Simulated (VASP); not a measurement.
# MgB in VASP: a series of runs

The runs below take MgB through single point, relaxation of cell and atoms, with PBE.

Everything below comes from runs of VASP 6.6.1. Logs are shortened: lines on timing, memory, paths and dates and some standing lists are left out, and cuts for length are marked.

### 1 The cell of the first run

The typed cell holds 4 atoms: a = 4.182 Å, b = 4.182 Å, c = 4.632 Å, α = 90.00°, β = 90.00°, γ = 120.00°.

### 2 Single point, PBE

File INCAR:

```
SYSTEM = MgB
PREC = Accurate ; ENCUT = 520
EDIFF = 1E-6 ; ISMEAR = 0
SIGMA = 0.1 ; LREAL = .False.
LASPH = .True. ; NELM = 60
ALGO = Normal ; ISIF = 2
LWAVE = .False. ; LCHARG = .True.
GGA = PE ; LELF = .True.
LVHAR = .True. ; NBANDS = 13
```

File KPOINTS:

```
Automatic mesh
0
Gamma
  6 6 4
  0 0 0
```

File POSCAR:

```
MgB
1.0
    4.1819736752      0.0000000000      0.0000000000
   -2.0909868376      3.6216954407      0.0000000000
    0.0000000000      0.0000000000      4.6318984282
Mg B
2 2
Direct
    0.3333333333      0.6666666667     -0.0589364735
    0.6666666667      0.3333333333      0.4410635265
    0.3333333333      0.6666666667      0.4410364735
    0.6666666667      0.3333333333      0.9410364735
```

Potentials or basis: VASP PAW PBE potentials, release 64 (Mg, B).

Started as:

```console
$ cat potpaw_PBE.64/Mg/POTCAR potpaw_PBE.64/B/POTCAR > POTCAR
$ mpirun -np 1 vasp_std > vasp.out
```

OUTCAR:

```text
SYSTEM = MgB
   PREC = Accurate
   ENCUT = 520
   EDIFF = 1E-6
   ISMEAR = 0
   LREAL = .False.
   LASPH = .True.
   NELM = 60
   ISIF = 2
   GGA = PE

 ion  position               nearest neighbor table
   1  0.333  0.667  0.941-   3 2.32   3 2.32   4 2.41   4 2.41   4 2.41   2 3.35   2 3.35   2 3.35
                             2 3.35   2 3.35   2 3.35
   2  0.667  0.333  0.441-   4 2.32   4 2.32   3 2.41   3 2.41   3 2.41   1 3.35   1 3.35   1 3.35
                             1 3.35   1 3.35   1 3.35
   3  0.333  0.667  0.441-   1 2.32   1 2.32   2 2.41   2 2.41   2 2.41
   4  0.667  0.333  0.941-   2 2.32   2 2.32   1 2.41   1 2.41   1 2.41

  LATTYP: Found a hexagonal cell.
 ALAT       =     4.1819736752
 C/A-ratio  =     1.1075867014

  Lattice vectors:

 A1 = (   4.1819736752,   0.0000000000,   0.0000000000)
 A2 = (  -2.0909868376,   3.6216954407,   0.0000000000)
 A3 = (   0.0000000000,   0.0000000000,   4.6318984282)

Analysis of symmetry for initial positions (statically):
=====================================================================
 Subroutine PRICEL returns:
 Original cell was already a primitive cell.

 Routine SETGRP: Setting up the symmetry group for a
 hexagonal supercell.

 Subroutine GETGRP returns: Found 12 space group operations
 (whereof  6 operations were pure point group operations)
 out of a pool of 24 trial point group operations.

The static configuration has the point symmetry C_3v.
 The point group associated with its full space group is C_6v.

Analysis of symmetry for dynamics (positions and initial velocities):
=====================================================================
 Subroutine PRICEL returns:
 Original cell was already a primitive cell.

 Routine SETGRP: Setting up the symmetry group for a
 hexagonal supercell.

 Subroutine GETGRP returns: Found 12 space group operations
 (whereof  6 operations were pure point group operations)
 out of a pool of 24 trial point group operations.

The dynamic configuration has the point symmetry C_3v.
 The point group associated with its full space group is C_6v.

 Subroutine INISYM returns: Found 12 space group operations
 (whereof  6 operations are pure point group operations),
 and found     1 'primitive' translations

----------------------------------------------------------------------------------------

                                     Primitive cell

  volume of cell :      70.1540

  direct lattice vectors                    reciprocal lattice vectors
     4.181973675  0.000000000  0.000000000     0.239121543  0.138056887  0.000000000
    -2.090986838  3.621695441  0.000000000     0.000000000  0.276113775  0.000000000
     0.000000000  0.000000000  4.631898428     0.000000000  0.000000000  0.215894199

  length of vectors
     4.181973675  4.181973675  4.631898428     0.276113775  0.276113775  0.215894199

  position of ions in fractional coordinates (direct lattice)
     0.333333333  0.666666667  0.941063527
     0.666666667  0.333333333  0.441063527
     0.333333333  0.666666667  0.441036473
     0.666666667  0.333333333  0.941036473

  ion indices of the primitive-cell ions
   primitive index   ion index
                 1           1
                 2           2
                 3           3
                 4           4

----------------------------------------------------------------------------------------

 KPOINTS: Automatic mesh

Automatic generation of k-mesh.
 Grid dimensions read from file:
 generate k-points for:    6    6    4

 Generating k-lattice:

  Cartesian coordinates                     Fractional coordinates (reciprocal lattice)
     0.039853591  0.023009481  0.000000000     0.166666667  0.000000000  0.000000000
     0.000000000  0.046018962  0.000000000     0.000000000  0.166666667  0.000000000
     0.000000000  0.000000000  0.053973550     0.000000000  0.000000000  0.250000000

  Length of vectors
     0.046018962  0.046018962  0.053973550

  Shift w.r.t. Gamma in fractional coordinates (k-lattice)
     0.000000000  0.000000000  0.000000000

 Subroutine IBZKPT returns following result:
 ===========================================

 Found     21 irreducible k-points:

 Following reciprocal coordinates:
            Coordinates               Weight
  0.000000  0.000000  0.000000      1.000000
  0.166667  0.000000  0.000000      6.000000
  0.333333  0.000000  0.000000      6.000000
  0.500000 -0.000000  0.000000      3.000000
  0.166667  0.166667  0.000000      6.000000
  0.333333  0.166667  0.000000     12.000000
[... 13 lines left out ...]
  0.333333  0.166667  0.500000     12.000000
  0.333333  0.333333  0.500000      2.000000
   k-points           NKPTS =     21   k-points in BZ     NKDIM =     21   number of bands    NBANDS=     13
   number of dos      NEDOS =    301   number of ions     NIONS =      4
   total plane-waves  NPLWV =  36864
   dimension x,y,z NGX =    32 NGY =   32 NGZ =   36
   dimension x,y,z NGXF=    64 NGYF=   64 NGZF=   72
   ions per type =               2   2
   NGX,Y,Z   is equivalent  to a cutoff of  12.72, 12.72, 12.92 a.u.
   NGXF,Y,Z  is equivalent  to a cutoff of  25.44, 25.44, 25.84 a.u.
 SYSTEM =  MgB
   PREC   = accura    normal or accurate (medium, high low for compatibility)
   ISTART =      0    job   : 0-new  1-cont  2-samecut
   ICHARG =      2    charge: 1-file 2-atom 10-const
   ISPIN  =      1    spin polarized calculation?
   LNONCOLLINEAR =      F non collinear calculations
   LSORBIT =      F    spin-orbit coupling
   LASPH  =      T    aspherical Exc in radial PAW
   ENCUT  =  520.0 eV  38.22 Ry    6.18 a.u.   7.78  7.78  8.61*2*pi/ulx,y,z
   NELM   =     60;   NELMIN=  2; NELMDL= -5     # of ELM steps
   EDIFF  = 0.1E-05   stopping-criterion for ELM
   LREAL  =      F    real-space projection
   EDIFFG = 0.1E-04   stopping-criterion for IOM
   NSW    =      0    number of steps for IOM
   IBRION =     -1    ionic relax: 0-MD 1-quasi-New 2-CG
   NFREE  =      0    steps in history (QN), initial steepest desc. (CG)
   ISIF   =      2    stress and relaxation
   ISYM   =      2    0-nonsym 1-usesym 2-fastsym
   POTIM  = 0.5000    time-step for ionic-motion
   TEBEG  =    0.0;   TEEND  =   0.0 temperature during run
   PSTRESS=    0.0 pullay stress
   NELECT =      10.0000    total number of electrons
   NUPDOWN=      -1.0000    fix difference up-down
   EMIN   =  10.00;   EMAX   =-10.00  energy-range for DOS
   EFERMI =   0.00;   METHOD = LEGACY
   ISMEAR =     0;   SIGMA  =   0.10  broadening in eV -4-tet -1-fermi 0-gaus
   EFERMI_NEDOS =   21; number of points for ismear=-14 and -15
   IALGO  =     38    algorithm
   IMIX   =      4    mixing-type and parameters
     AMIX     =   0.40;   BMIX     =  1.00
     AMIX_MAG =   1.60;   BMIX_MAG =  1.00
  volume/ion in A,a.u.               =      17.54       118.36
  Fermi-wavevector in a.u.,A,eV,Ry     =   0.855180  1.616055  9.950382  0.731332
  Thomas-Fermi vector in A             =   1.971890
   LORBIT       =      0    0 simple, 1 ext, 2 COOP (PROOUT), +10 PAW based schemes
   GGA     = PE    functional components
   LHFCALC =     F    Hartree Fock is set to
   AEXX    =    0.0000 exact exchange contribution
   IVDW    =     0    specifies the selected vdW correction
   LEPSILON=     F    determine dielectric tensor
   LRPA    =     F    only Hartree local field effects (RPA)
 non-spin polarized calculation
 Gauss-broadening in eV      SIGMA  =   0.10
  energy-cutoff  :      520.00
  volume of cell :       70.15
 maximum number of plane-waves:      1907
 NGX is ok and might be reduce to    32
   NGX = 15   NGY = 15   NGZ = 17

 number of electron      10.0000000 magnetization

 Free energy of the ion-electron system (eV)
  ---------------------------------------------------
  ext. energy  EPLUGINS =         0.00000000
  ---------------------------------------------------
  free energy    TOTEN  =       -11.54702447 eV

  energy without entropy =      -11.53558767  energy(sigma->0) =      -11.54130607

 E-fermi :   1.6449     XC(G=0):  -8.7108

 val. band max:        1.6440618445   @ k =   0.1667   0.0000   0.2500
 cond. band min:       1.6466914848   @ k =   0.5000  -0.0000   0.5000
 fundamental gap:      0.0026296403
 Fermi energy:         1.6448684565

 k-point     1 :       0.0000    0.0000    0.0000
  band No.  band energies     occupation
      1      -6.9419      2.00000
      2      -2.5134      2.00000
      3      -0.8585      2.00000
      4       1.3599      1.99994
      5       1.3599      1.99994
      6       3.2934      0.00000
      7       3.2934      0.00000
      8       4.1294      0.00000
      9       6.1660      0.00000
     10       7.5962      0.00000
     11       8.9102      0.00000
     12       8.9102      0.00000
     13      11.1736      0.00000

 k-point     2 :       0.1667    0.0000    0.0000
  band No.  band energies     occupation
      1      -6.7005      2.00000
      2      -2.6821      2.00000
      3      -0.6407      2.00000
      4       0.7615      2.00000
      5       1.0253      2.00000
      6       2.8689      0.00000
      7       3.5491      0.00000
      8       3.6613      0.00000
      9       6.8291      0.00000
     10       7.7336      0.00000
     11       9.3095      0.00000
     12       9.3295      0.00000
     13      10.5767      0.00000
[... 273 lines left out ...]
 k-point    20 :       0.3333    0.1667    0.5000
  band No.  band energies     occupation
      1      -4.3467      2.00000
      2      -4.3467      2.00000
      3      -1.2970      2.00000
      4      -1.2970      2.00000
      5       0.9388      2.00000
      6       0.9388      2.00000
      7       3.7647      0.00000
      8       3.7647      0.00000
      9       8.1566      0.00000
     10       8.1566      0.00000
     11      11.0447      0.00000
     12      11.0447      0.00000
     13      11.9302      0.00000

 k-point    21 :       0.3333    0.3333    0.5000
  band No.  band energies     occupation
      1      -4.1153      2.00000
      2      -4.1153      2.00000
      3      -1.4366      2.00000
      4      -1.4366      2.00000
      5       0.3177      2.00000
      6       0.3177      2.00000
      7       4.1233      0.00000
      8       4.1233      0.00000
      9       8.9124      0.00000
     10       8.9124      0.00000
     11      10.6854      0.00000
     12      10.6854      0.00000
     13      12.2925      0.00000

------------------------ aborting loop because EDIFF is reached ----------------------------------------

  FORCE on cell =-STRESS in cart. coord.  units (eV):
  Direction    XX          YY          ZZ          XY          YZ          ZX
  --------------------------------------------------------------------------------------
  -------------------------------------------------------------------------------------
  Total        0.0936631      0.0936631     -0.0043956      0.0000000      0.0000000      0.0000000
  in kB        2.1390798      2.1390798     -0.1003862      0.0000000      0.0000000      0.0000000
  external PRESSURE =       1.3925911 kB  Pullay stress =       0.0000000 kB

 VOLUME and BASIS-vectors are now :
 -----------------------------------------------------------------------------
  energy-cutoff  :      520.00
  volume of cell :       70.15
      direct lattice vectors                 reciprocal lattice vectors
     4.181973675  0.000000000  0.000000000     0.239121543  0.138056887  0.000000000
    -2.090986838  3.621695441  0.000000000     0.000000000  0.276113775  0.000000000
     0.000000000  0.000000000  4.631898428     0.000000000  0.000000000  0.215894199

 POSITION                                       TOTAL-FORCE (eV/Angst)
 -----------------------------------------------------------------------------------
     -0.00000      2.41446      4.35891         0.000000     -0.000000     -0.001050
      2.09099      1.20723      2.04296        -0.000000      0.000000     -0.001050
     -0.00000      2.41446      2.04284        -0.000000     -0.000000      0.001050
      2.09099      1.20723      4.35879        -0.000000      0.000000      0.001050
 -----------------------------------------------------------------------------------
    total drift:                               -0.000000      0.000000      0.000045

  FREE ENERGIE OF THE ION-ELECTRON SYSTEM (eV)
  ---------------------------------------------------
  free  energy   TOTEN  =       -11.5470244721 eV

  energy  without entropy=      -11.5355876697  energy(sigma->0) =      -11.54130607
```

Wall time 18 s (1 thread of Intel Xeon 8259CL, shared host); peak memory 0.19 GiB.

What came out:

| Quantity | Value |
| --- | --- |
| Free energy | -11.5470 eV |
| Pressure | 0.1 GPa |
| Band gap on the k mesh | zero (bands 5 and 6 overlap by 1.98 eV) |

Levels at points of the mesh, in eV from the Fermi level:
| k point | band 3 | band 4 | band 5 | band 6 | band 7 | band 8 |
| --- | --- | --- | --- | --- | --- | --- |
| (0.00, 0.00, 0.00) | -2.50 | -0.28 | -0.28 | 1.65 | 1.65 | 2.48 |
| (0.50, 0.00, 0.00) | -1.56 | -1.28 | -1.12 | 0.21 | 0.34 | 2.20 |
| (0.00, 0.00, 0.50) | 0.38 | 0.38 | 0.66 | 0.66 | 0.66 | 0.66 |
| (0.50, 0.00, 0.50) | -3.18 | -3.18 | 0.00 | 0.00 | 1.53 | 1.53 |

### 3 Single point, PBE

This run uses another cell than the first one, of 17.64 Å³/atom.

File INCAR:

```
ALGO = Normal
EDIFF = 1E-6
ENCUT = 520
GGA = PE
ISIF = 2
ISMEAR = 0
LASPH = True
LCHARG = True
LELF = True
LREAL = False
LVHAR = True
LWAVE = False
NBANDS = 13
NELM = 60
PREC = Accurate
SIGMA = 0.1
```

File KPOINTS:

```
k-points
0
Gamma
  12 12 10
```

File POSCAR:

```
MgB
1.0
    4.1859649484      0.0000000000      0.0000000000
   -2.0929824742      3.6251519846      0.0000000000
    0.0000000000      0.0000000000      4.6507602097
Mg B
2 2
Direct
    0.3333333333      0.6666666667      0.7500000000
    0.6666666667      0.3333333333      0.2500000000
    0.3333333333      0.6666666667      0.2500000000
    0.6666666667      0.3333333333      0.7500000000
```

Potentials or basis: VASP PAW PBE potentials, release 64 (Mg, B).

Started as:

```console
$ cat potpaw_PBE.64/Mg/POTCAR potpaw_PBE.64/B/POTCAR > POTCAR
$ mpirun -np 1 vasp_std > vasp.out
```

Run time: 87 s. Hardware: 1 thread of Intel Xeon 8259CL, shared host; peak memory 0.25 GiB.

The run converged. Its results:

| Quantity | Value |
| --- | --- |
| Free energy | -11.5225 eV |
| Pressure | -0.1 GPa |
| Band gap on the k mesh | zero (bands 5 and 6 overlap by 1.98 eV) |

Levels at points of the mesh, in eV from the Fermi level:
| k point | band 3 | band 4 | band 5 | band 6 | band 7 | band 8 |
| --- | --- | --- | --- | --- | --- | --- |
| (0.00, 0.00, 0.00) | -2.38 | -0.16 | -0.16 | 1.76 | 1.76 | 2.60 |
| (0.50, 0.00, 0.00) | -1.46 | -1.15 | -1.00 | 0.33 | 0.42 | 2.29 |
| (0.00, 0.00, 0.50) | 0.49 | 0.49 | 0.77 | 0.77 | 0.77 | 0.77 |
| (0.50, 0.00, 0.50) | -3.06 | -3.06 | 0.12 | 0.12 | 1.64 | 1.64 |

### 4 Relaxation of cell and atoms, PBE

File INCAR:

```
SYSTEM = MgB
ALGO = Normal ; EDIFF = 1E-7
EDIFFG = -0.01 ; ENCUT = 600
GGA = PE ; IBRION = 2
ISIF = 3 ; ISMEAR = 0
LASPH = .TRUE. ; LCHARG = .FALSE.
LREAL = .FALSE. ; LWAVE = .FALSE.
NELM = 100 ; NSW = 100
PREC = Accurate ; SIGMA = 0.1
```

File KPOINTS:

```
k-points
0
G
  12 12 10
  0 0 0
```

File POSCAR:

```
MgB
1.0
    4.1819736752      0.0000000000      0.0000000000
   -2.0909868376      3.6216954407      0.0000000000
    0.0000000000      0.0000000000      4.6318984282
Mg B
2 2
Direct
    0.3333333333      0.6666666667      0.7500000000
    0.6666666667      0.3333333333      0.2500000000
    0.3333333333      0.6666666667      0.2500000000
    0.6666666667      0.3333333333      0.7500000000
```

Started as:

```console
$ cat potpaw_PBE.64/Mg/POTCAR potpaw_PBE.64/B/POTCAR > POTCAR
$ mpirun -np 1 vasp_std > vasp.out
```

It took 2.3 min on 1 thread of Intel Xeon 8259CL, shared host; peak memory 0.29 GiB.

It converged, with:

```
Free energy                           : -11.5234 eV
Relaxed volume                        : 17.62 Å³/atom
Relaxed cell                          : a = 4.184 Å, b = 4.184 Å, c = 4.650 Å, α = 90.00°, β = 90.00°, γ = 120.00°
Space group after relaxing (to 0.1 Å) : P6_3/mmc (No. 194)
Energy gained by relaxing             : 0.1 meV/atom
Ionic steps                           : 2
Pressure after relaxing               : 0.0 GPa
Band gap on the k mesh                : zero (bands 5 and 6 overlap by 1.99 eV)
```

Step by step:
```tsv
step	energy change (eV)	largest force (eV/Å)	pressure (GPa)	volume (Å³)
1	0.0000	0.0000	0.30	70.15
2	-0.0006	0.0000	-0.02	70.48
```

Final structure:
```
Mg B
1.0
     4.18360    0.00000    0.00000
    -2.09180    3.62310    0.00000
     0.00000    0.00000    4.65010
Mg B
2 2
Cartesian
  0.0000 2.4154 3.4876
  2.0918 1.2077 1.1625
  0.0000 2.4154 1.1625
  2.0918 1.2077 3.4876
```

Levels at points of the mesh, in eV from the Fermi level:
```tsv
k point	band 1	band 2	band 3	band 4	band 5	band 6	band 7	band 8	band 9
(0.00, 0.00, 0.00)	-8.45	-4.06	-2.39	-0.16	-0.16	1.76	1.76	2.61	4.61
(0.50, 0.00, 0.00)	-6.87	-5.70	-1.46	-1.15	-1.00	0.33	0.42	2.29	4.25
(0.00, 0.00, 0.50)	-7.02	-7.02	0.50	0.50	0.77	0.77	0.77	0.77	6.84
(0.50, 0.00, 0.50)	-5.84	-5.84	-3.06	-3.06	0.12	0.12	1.64	1.64	6.22
```

### 5 Overview

| task | cell | k mesh | cutoff (eV) | gap on the mesh (eV) | pressure (GPa) |
| --- | --- | --- | --- | --- | --- |
| single point | a = 4.182, b = 4.182, c = 4.632 Å, angles 90.0, 90.0, 120.0°, 4 atoms | 6 × 6 × 4 | 520 | none | 0.1 |
| single point | a = 4.186, b = 4.186, c = 4.651 Å, angles 90.0, 90.0, 120.0°, 4 atoms | 12 × 12 × 10 | 520 | none | -0.1 |
| relaxation of cell and atoms | relaxed from a = 4.182, b = 4.182, c = 4.632 Å, angles 90.0, 90.0, 120.0°, 4 atoms | 12 × 12 × 10 | 600 | none | 0.0 |

Alike in all rows: level PBE; potentials or basis VASP PAW PBE potentials, release 64 (Mg, B); no spin polarisation; smearing gaussian 0.1 eV.

Absolute energies hang on the potentials; compare differences alone.
